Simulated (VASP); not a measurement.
FeS2: single point with PBE

FeS2:

```
Fe S
1.0
     4.42562    0.00000    0.00000
     0.00000    5.39653    0.00000
     0.00000    0.00000    3.37770
Fe S
2 4
Direct
  0.50000 0.50000 0.50000
  0.00000 0.00000 0.00000
  0.29959 0.87818 0.50000
  0.70041 0.12182 0.50000
  0.20041 0.37818 0.00000
  0.79959 0.62182 0.00000
```

* Program: VASP 6.6.1
* Task: single point
* Functional: PBE
* Potentials or basis: VASP PAW PBE potentials, release 64 (Fe, S)
* Cutoff: 600 eV
* k mesh: 4 × 4 × 6
* Occupations: gaussian, width 0.1 eV
* Spin: no spin polarisation

The pressure is 1.3 GPa. The largest force is 0.291 eV/Å. The band gap on the k mesh is 0.93 eV, indirect (least direct gap 1.20 eV).

Forces on the atoms (eV/Å):
```
Fe   0.000  0.000  0.000
Fe   0.000  0.000  0.000
S   -0.253 -0.144  0.000
S    0.253  0.144  0.000
S    0.253 -0.144  0.000
S   -0.253  0.144  0.000
```

Stress tensor (GPa, compression positive):
```
1.41 0.00 0.00
0.00 1.50 0.00
0.00 0.00 0.96
```

Levels at points of the mesh, in eV from the valence-band top:
| k point | band 17 | band 18 | band 19 | band 20 | band 21 | band 22 | band 23 | band 24 |
| --- | --- | --- | --- | --- | --- | --- | --- | --- |
| (0.00, 0.00, 0.00) | -0.93 | -0.71 | -0.68 | -0.48 | 1.32 | 1.49 | 2.92 | 3.15 |
| (0.50, 0.00, 0.00) | -0.62 | -0.62 | -0.03 | -0.03 | 1.79 | 1.79 | 2.06 | 2.06 |
| (0.00, 0.50, 0.00) | -0.77 | -0.77 | -0.28 | -0.28 | 1.22 | 1.22 | 2.51 | 2.51 |
| (0.50, 0.50, 0.00) | -1.06 | -1.06 | -0.84 | -0.84 | 1.43 | 1.43 | 1.95 | 1.95 |
| (0.00, 0.00, 0.50) | -0.87 | -0.87 | -0.34 | -0.34 | 1.53 | 1.53 | 1.73 | 1.73 |
| (0.50, 0.00, 0.50) | -0.72 | -0.72 | -0.28 | -0.28 | 1.58 | 1.58 | 2.14 | 2.14 |
| (0.00, 0.50, 0.50) | -1.37 | -1.37 | -0.32 | -0.32 | 0.93 | 0.93 | 2.20 | 2.20 |
| (0.50, 0.50, 0.50) | -0.57 | -0.57 | -0.30 | -0.30 | 1.77 | 1.77 | 2.15 | 2.15 |

Run time: 74 s on 1 thread of Intel(R) Xeon(R) Platinum 8259CL CPU @ 2.50GHz (Skylake/Cascade Lake), with other jobs on the host, peak memory 0.25 GiB.

A k mesh can miss the band edges. A hybrid or GW would open this gap; PBE tends to underestimate it.
